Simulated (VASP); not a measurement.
# ZnO (P6_3mc) in VASP: further runs, part 2 of 2

VASP 6.6.1. Earlier steps stand in the parts before.

**4. Single point, PBE**

This run uses another cell than the first one, of the same volume but with other edges.

Contents of INCAR:

```
PREC = Accurate
ENCUT = 520
EDIFF = 1E-7
ISMEAR = 0
SIGMA = 0.05
LREAL = F
LASPH = T
NELM = 60
ALGO = Normal
ISIF = 2
LWAVE = F
LCHARG = T
GGA = PE
LELF = T
LVHAR = T
NBANDS = 26
```

Contents of KPOINTS:

```
Automatic mesh
0
Gamma
  12 12 6
```

Contents of POSCAR:

```
ZnO
1.0
    3.3719031425      0.0000000000      0.0000000000
   -1.6859515712      2.9201537805      0.0000000000
    0.0000000000      0.0000000000      5.0069257446
Zn O
2 2
Direct
    0.3333333333      0.6666666667      0.0015026883
    0.6666666667      0.3333333333      0.5015026883
    0.3333333333      0.6666666667      0.3805973117
    0.6666666667      0.3333333333      0.8805973117
```

Potentials or basis: VASP PAW PBE potentials, release 64 (Zn, O).

Launch:

```bash
$ cat potpaw_PBE.64/Zn/POTCAR potpaw_PBE.64/O/POTCAR > POTCAR
$ mpirun -np 1 vasp_std > vasp.out
```

OUTCAR:

```text
PREC = Accurate
   ENCUT = 520
   EDIFF = 1E-7
   ISMEAR = 0
   LREAL = F
   LASPH = T
   NELM = 60
   ISIF = 2
   GGA = PE

 ion  position               nearest neighbor table
   1  0.333  0.667  0.002-   3 1.90   4 2.04   4 2.04   4 2.04
   2  0.667  0.333  0.502-   4 1.90   3 2.04   3 2.04   3 2.04
   3  0.333  0.667  0.381-   1 1.90   2 2.04   2 2.04   2 2.04
   4  0.667  0.333  0.881-   2 1.90   1 2.04   1 2.04   1 2.04

  LATTYP: Found a hexagonal cell.
 ALAT       =     3.3719031425
 C/A-ratio  =     1.4848960759

  Lattice vectors:

 A1 = (   3.3719031425,   0.0000000000,   0.0000000000)
 A2 = (  -1.6859515712,   2.9201537805,   0.0000000000)
 A3 = (   0.0000000000,   0.0000000000,   5.0069257446)

Analysis of symmetry for initial positions (statically):
=====================================================================
 Subroutine PRICEL returns:
 Original cell was already a primitive cell.

 Routine SETGRP: Setting up the symmetry group for a
 hexagonal supercell.

 Subroutine GETGRP returns: Found 12 space group operations
 (whereof  6 operations were pure point group operations)
 out of a pool of 24 trial point group operations.

The static configuration has the point symmetry C_3v.
 The point group associated with its full space group is C_6v.

Analysis of symmetry for dynamics (positions and initial velocities):
=====================================================================
 Subroutine PRICEL returns:
 Original cell was already a primitive cell.

 Routine SETGRP: Setting up the symmetry group for a
 hexagonal supercell.

 Subroutine GETGRP returns: Found 12 space group operations
 (whereof  6 operations were pure point group operations)
 out of a pool of 24 trial point group operations.

The dynamic configuration has the point symmetry C_3v.
 The point group associated with its full space group is C_6v.

 Subroutine INISYM returns: Found 12 space group operations
 (whereof  6 operations are pure point group operations),
 and found     1 'primitive' translations

----------------------------------------------------------------------------------------

                                     Primitive cell

  volume of cell :      49.3006

  direct lattice vectors                    reciprocal lattice vectors
     3.371903142  0.000000000  0.000000000     0.296568424  0.171223859  0.000000000
    -1.685951571  2.920153781  0.000000000     0.000000000  0.342447719  0.000000000
     0.000000000  0.000000000  5.006925745     0.000000000  0.000000000  0.199723353

  length of vectors
     3.371903142  3.371903142  5.006925745     0.342447719  0.342447719  0.199723353

  position of ions in fractional coordinates (direct lattice)
     0.333333333  0.666666667  0.001502688
     0.666666667  0.333333333  0.501502688
     0.333333333  0.666666667  0.380597312
     0.666666667  0.333333333  0.880597312

  ion indices of the primitive-cell ions
   primitive index   ion index
                 1           1
                 2           2
                 3           3
                 4           4

----------------------------------------------------------------------------------------

 KPOINTS: Automatic mesh

Automatic generation of k-mesh.
 Grid dimensions read from file:
 generate k-points for:   12   12    6

 Generating k-lattice:

  Cartesian coordinates                     Fractional coordinates (reciprocal lattice)
     0.024714035  0.014268655  0.000000000     0.083333333  0.000000000  0.000000000
     0.000000000  0.028537310  0.000000000     0.000000000  0.083333333  0.000000000
     0.000000000  0.000000000  0.033287226     0.000000000  0.000000000  0.166666667

  Length of vectors
     0.028537310  0.028537310  0.033287226

  Shift w.r.t. Gamma in fractional coordinates (k-lattice)
     0.000000000  0.000000000  0.000000000

 Subroutine IBZKPT returns following result:
 ===========================================

 Found     76 irreducible k-points:

 Following reciprocal coordinates:
            Coordinates               Weight
  0.000000  0.000000  0.000000      1.000000
  0.083333  0.000000  0.000000      6.000000
  0.166667  0.000000  0.000000      6.000000
  0.250000  0.000000  0.000000      6.000000
  0.333333  0.000000  0.000000      6.000000
  0.416667  0.000000  0.000000      6.000000
[... 16 lines left out ...]
  0.250000  0.000000  0.166667     12.000000
  0.333333  0.000000  0.166667     12.000000
 [... further k-points ...]
   k-points           NKPTS =     76   k-points in BZ     NKDIM =     76   number of bands    NBANDS=     26
   number of dos      NEDOS =    301   number of ions     NIONS =      4
   total plane-waves  NPLWV =  31360
   dimension x,y,z NGX =    28 NGY =   28 NGZ =   40
   dimension x,y,z NGXF=    56 NGYF=   56 NGZF=   80
   ions per type =               2   2
   NGX,Y,Z   is equivalent  to a cutoff of  13.80, 13.80, 13.28 a.u.
   NGXF,Y,Z  is equivalent  to a cutoff of  27.61, 27.61, 26.56 a.u.
 SYSTEM =  unknown system
   PREC   = accura    normal or accurate (medium, high low for compatibility)
   ISTART =      0    job   : 0-new  1-cont  2-samecut
   ICHARG =      2    charge: 1-file 2-atom 10-const
   ISPIN  =      1    spin polarized calculation?
   LNONCOLLINEAR =      F non collinear calculations
   LSORBIT =      F    spin-orbit coupling
   LASPH  =      T    aspherical Exc in radial PAW
   ENCUT  =  520.0 eV  38.22 Ry    6.18 a.u.   6.27  6.27  9.31*2*pi/ulx,y,z
   NELM   =     60;   NELMIN=  2; NELMDL= -5     # of ELM steps
   EDIFF  = 0.1E-06   stopping-criterion for ELM
   LREAL  =      F    real-space projection
   EDIFFG = 0.1E-05   stopping-criterion for IOM
   NSW    =      0    number of steps for IOM
   IBRION =     -1    ionic relax: 0-MD 1-quasi-New 2-CG
   NFREE  =      0    steps in history (QN), initial steepest desc. (CG)
   ISIF   =      2    stress and relaxation
   ISYM   =      2    0-nonsym 1-usesym 2-fastsym
   POTIM  = 0.5000    time-step for ionic-motion
   TEBEG  =    0.0;   TEEND  =   0.0 temperature during run
   PSTRESS=    0.0 pullay stress
   NELECT =      36.0000    total number of electrons
   NUPDOWN=      -1.0000    fix difference up-down
   EMIN   =  10.00;   EMAX   =-10.00  energy-range for DOS
   EFERMI =   0.00;   METHOD = LEGACY
   ISMEAR =     0;   SIGMA  =   0.05  broadening in eV -4-tet -1-fermi 0-gaus
   EFERMI_NEDOS =   21; number of points for ismear=-14 and -15
   IALGO  =     38    algorithm
   IMIX   =      4    mixing-type and parameters
     AMIX     =   0.40;   BMIX     =  1.00
     AMIX_MAG =   1.60;   BMIX_MAG =  1.00
  volume/ion in A,a.u.               =      12.33        83.17
  Fermi-wavevector in a.u.,A,eV,Ry     =   1.474207  2.785846 29.569338  2.173285
  Thomas-Fermi vector in A             =   2.589006
   LORBIT       =      0    0 simple, 1 ext, 2 COOP (PROOUT), +10 PAW based schemes
   GGA     = PE    functional components
   LHFCALC =     F    Hartree Fock is set to
   AEXX    =    0.0000 exact exchange contribution
   IVDW    =     0    specifies the selected vdW correction
   LEPSILON=     F    determine dielectric tensor
   LRPA    =     F    only Hartree local field effects (RPA)
 non-spin polarized calculation
 Gauss-broadening in eV      SIGMA  =   0.05
  energy-cutoff  :      520.00
  volume of cell :       49.30
 maximum number of plane-waves:      1350
 NGX is ok and might be reduce to    28

 number of electron      36.0000010 magnetization

 Free energy of the ion-electron system (eV)
  ---------------------------------------------------
  ext. energy  EPLUGINS =         0.00000000
  ---------------------------------------------------
  free energy    TOTEN  =       -17.70341300 eV

  energy without entropy =      -17.70341300  energy(sigma->0) =      -17.70341300

 E-fermi :   1.1437     XC(G=0): -10.7177

 val. band max:        0.8974660274   @ k =   0.0000   0.0000   0.0000
 cond. band min:       1.6374392197   @ k =   0.0000   0.0000   0.0000
 fundamental gap:      0.7399731923
 Fermi energy:         1.1436976722

 k-point     1 :       0.0000    0.0000    0.0000
  band No.  band energies     occupation
      1     -16.9450      2.00000
      2     -16.1548      2.00000
      3      -4.6167      2.00000
      4      -4.6096      2.00000
      5      -4.6096      2.00000
      6      -4.3831      2.00000
[... 685 lines left out ...]
     25      13.7369      0.00000
     26      14.2444      0.00000

 [... further k-points ...]

------------------------ aborting loop because EDIFF is reached ----------------------------------------

  FORCE on cell =-STRESS in cart. coord.  units (eV):
  Direction    XX          YY          ZZ          XY          YZ          ZX
  --------------------------------------------------------------------------------------
  -------------------------------------------------------------------------------------
  Total       -1.2486767     -1.2486767      4.6003690     -0.0000000      0.0000000     -0.0000000
  in kB      -40.5796792    -40.5796792    149.5034760     -0.0000000      0.0000000     -0.0000000
  external PRESSURE =      22.7813725 kB  Pullay stress =       0.0000000 kB

 VOLUME and BASIS-vectors are now :
 -----------------------------------------------------------------------------
  energy-cutoff  :      520.00
  volume of cell :       49.30
      direct lattice vectors                 reciprocal lattice vectors
     3.371903142  0.000000000  0.000000000     0.296568424  0.171223859  0.000000000
    -1.685951571  2.920153781  0.000000000     0.000000000  0.342447719  0.000000000
     0.000000000  0.000000000  5.006925745     0.000000000  0.000000000  0.199723353

 POSITION                                       TOTAL-FORCE (eV/Angst)
 -----------------------------------------------------------------------------------
     -0.00000      1.94677      0.00752         0.000000      0.000000     -0.903195
      1.68595      0.97338      2.51099        -0.000000     -0.000000     -0.903195
     -0.00000      1.94677      1.90562        -0.000000     -0.000000      0.903195
      1.68595      0.97338      4.40909         0.000000      0.000000      0.903195
 -----------------------------------------------------------------------------------
    total drift:                               -0.000000      0.000000     -0.002784

  FREE ENERGIE OF THE ION-ELECTRON SYSTEM (eV)
  ---------------------------------------------------
  free  energy   TOTEN  =       -17.7034129997 eV

  energy  without entropy=      -17.7034129997  energy(sigma->0) =      -17.70341300
```

It took 46 s on 1 thread of Intel Xeon 6975P-C (Granite Rapids), shared host; peak memory 0.22 GiB.

Results:

| Quantity | Value |
| --- | --- |
| Free energy | -17.7034 eV |
| Pressure | 2.3 GPa |
| Largest force | 0.903 eV/Å |
| Band gap on the k mesh | 0.74 eV, direct |

Forces on the atoms (eV/Å):
```
Zn   0.000  0.000 -0.903
Zn   0.000  0.000 -0.903
O    0.000  0.000  0.903
O    0.000  0.000  0.903
```

Stress tensor (GPa, compression positive):
```
-4.06  0.00  0.00
 0.00 -4.06  0.00
 0.00  0.00 14.95
```

Levels at points of the mesh, in eV from the valence-band top:
| k point | band 15 | band 16 | band 17 | band 18 | band 19 | band 20 | band 21 | band 22 |
| --- | --- | --- | --- | --- | --- | --- | --- | --- |
| (0.00, 0.00, 0.00) | -1.03 | -0.07 | -0.07 | 0.00 | 0.74 | 4.86 | 8.84 | 12.03 |
| (0.50, 0.00, 0.00) | -2.72 | -2.43 | -1.18 | -0.73 | 5.49 | 6.66 | 7.81 | 8.06 |
| (0.00, 0.00, 0.50) | -0.54 | -0.54 | -0.54 | -0.54 | 3.46 | 3.46 | 10.59 | 10.59 |
| (0.50, 0.00, 0.50) | -1.51 | -1.51 | -1.07 | -1.07 | 5.72 | 5.72 | 8.07 | 8.07 |

**5. Single point, PBE**

This run uses another cell than the first one, of the same volume but with other edges.

Contents of INCAR:

```
PREC     = Accurate       # precision mode
ENCUT    = 520            # plane-wave cutoff, eV
EDIFF    = 1E-7           # SCF threshold, eV
ISMEAR   = 0              # smearing method
SIGMA    = 0.05           # smearing width, eV
LREAL    = F              # projectors in reciprocal space
LASPH    = T              # aspherical terms in the spheres
NELM     = 60             # most SCF steps
ALGO     = Normal         # electronic algorithm
ISIF     = 2              # what is computed and relaxed
LWAVE    = F              # write WAVECAR
LCHARG   = F              # write CHGCAR
GGA      = PE             # functional
NBANDS   = 26             # bands
```

Contents of KPOINTS:

```
regular mesh
0
Gamma
  12 12 6
```

Contents of POSCAR:

```
ZnO
1.0
    3.1769238508      0.0000000000      0.0000000000
   -1.5884619254      2.7512967607      0.0000000000
    0.0000000000      0.0000000000      5.6403716689
Zn O
2 2
Direct
    0.3333333333      0.6666666667      0.0015026883
    0.6666666667      0.3333333333      0.5015026883
    0.3333333333      0.6666666667      0.3805973117
    0.6666666667      0.3333333333      0.8805973117
```

Launch:

```bash
$ cat potpaw_PBE.64/Zn/POTCAR potpaw_PBE.64/O/POTCAR > POTCAR
$ mpirun -np 1 vasp_std > vasp.out
```

Run time: 32 s. Hardware: 1 thread of Intel Xeon 6975P-C (Granite Rapids), shared host; peak memory 0.21 GiB.

Results (log left out):

- Free energy: -17.6801 eV
- Pressure: 2.6 GPa
- Largest force: 0.514 eV/Å
- Band gap on the k mesh: 0.55 eV, direct

Forces in eV/Å, atoms in the order of the input:
```
Zn   0.000  0.000  0.514
Zn   0.000  0.000  0.514
O    0.000  0.000 -0.514
O    0.000  0.000 -0.514
```

Stress tensor (GPa, compression positive):
```
 8.59  0.00  0.00
 0.00  8.59  0.00
 0.00  0.00 -9.28
```

Levels at points of the mesh, in eV from the valence-band top:
```csv
k point,band 15,band 16,band 17,band 18,band 19,band 20,band 21,band 22
"(0.00, 0.00, 0.00)",-0.55,-0.37,0.00,0.00,0.55,5.24,7.21,12.07
"(0.50, 0.00, 0.00)",-2.75,-1.93,-1.41,-0.92,5.58,6.79,6.87,8.45
"(0.00, 0.00, 0.50)",-0.27,-0.27,-0.27,-0.27,3.14,3.14,9.22,9.22
"(0.50, 0.00, 0.50)",-1.64,-1.64,-1.41,-1.41,5.38,5.38,8.18,8.18
```

**6. Single point, PBE**

This run uses another cell than the first one, of the same volume but with other edges.

Contents of INCAR:

```
ALGO = Normal
EDIFF = 1E-6
ENCUT = 520
GGA = PE
ISIF = 2
ISMEAR = 0
LASPH = True
LCHARG = False
LREAL = False
LWAVE = False
NBANDS = 26
NELM = 80
PREC = Accurate
SIGMA = 0.05
```

Contents of KPOINTS:

```
k-points
0
Gamma
  12 12 6
```

Contents of POSCAR:

```
ZnO
1.0
    3.3244052221      0.0000000000      0.0000000000
   -1.6622026110      2.8790193749      0.0000000000
    0.0000000000      0.0000000000      5.1510221937
Zn O
2 2
Direct
    0.3333333333      0.6666666667      0.0015026883
    0.6666666667      0.3333333333      0.5015026883
    0.3333333333      0.6666666667      0.3805973117
    0.6666666667      0.3333333333      0.8805973117
```

Potentials or basis: VASP PAW PBE potentials, release 64 (Zn, O).

Launch:

```bash
$ cat potpaw_PBE.64/Zn/POTCAR potpaw_PBE.64/O/POTCAR > POTCAR
$ mpirun -np 1 vasp_std > vasp.out
```

It took 41 s on 1 thread of Intel Xeon 6975P-C (Granite Rapids), shared host; peak memory 0.22 GiB.

The run converged. Its results:

* Free energy: -17.8244 eV
* Pressure: 1.2 GPa
* Largest force: 0.374 eV/Å
* Band gap on the k mesh: 0.77 eV, direct

Forces in eV/Å, atoms in the order of the input:
```
Zn   0.000  0.000 -0.374
Zn   0.000  0.000 -0.374
O    0.000  0.000  0.374
O    0.000  0.000  0.374
```

Stress tensor (GPa, compression positive):
```
-1.75  0.00  0.00
 0.00 -1.75  0.00
 0.00  0.00  7.11
```

Levels at points of the mesh, in eV from the valence-band top:
| k point | band 14 | band 15 | band 16 | band 17 | band 18 | band 19 | band 20 | band 21 | band 22 | band 23 |
| --- | --- | --- | --- | --- | --- | --- | --- | --- | --- | --- |
| (0.00, 0.00, 0.00) | -0.86 | -0.86 | -0.01 | -0.01 | 0.00 | 0.77 | 5.00 | 8.47 | 12.41 | 12.41 |
| (0.50, 0.00, 0.00) | -3.33 | -2.70 | -2.25 | -1.18 | -0.74 | 5.59 | 6.78 | 7.81 | 8.08 | 10.80 |
| (0.00, 0.00, 0.50) | -2.11 | -0.42 | -0.42 | -0.42 | -0.42 | 3.44 | 3.44 | 10.26 | 10.26 | 12.68 |
| (0.50, 0.00, 0.50) | -3.61 | -1.44 | -1.44 | -1.17 | -1.17 | 5.72 | 5.72 | 8.19 | 8.19 | 11.31 |

**7. The runs side by side**

```csv
cell,gap on the mesh (eV),pressure (GPa),largest force (eV/Å)
"a = 3.462, b = 3.462, c = 4.750 Å, angles 90.0, 90.0, 120.0°, 4 atoms",0.73,6.5,2.37
"a = 3.086, b = 3.086, c = 5.977 Å, angles 90.0, 90.0, 120.0°, 4 atoms",0.28,6.5,0.71
"a = 3.372, b = 3.372, c = 5.007 Å, angles 90.0, 90.0, 120.0°, 4 atoms",0.74,2.3,0.90
"a = 3.177, b = 3.177, c = 5.640 Å, angles 90.0, 90.0, 120.0°, 4 atoms",0.55,2.6,0.51
"a = 3.324, b = 3.324, c = 5.151 Å, angles 90.0, 90.0, 120.0°, 4 atoms",0.77,1.2,0.37
```

Alike in all rows: task single point; level PBE; potentials or basis VASP PAW PBE potentials, release 64 (Zn, O); no spin polarisation; k mesh 12 × 12 × 6; cutoff (eV) 520; smearing gaussian 0.05 eV.

Caveats: forces of over 1 eV/Å act on the atoms, so gaps and moduli don't describe the material at rest (some runs).

Absolute energies hang on the potentials; compare differences alone.
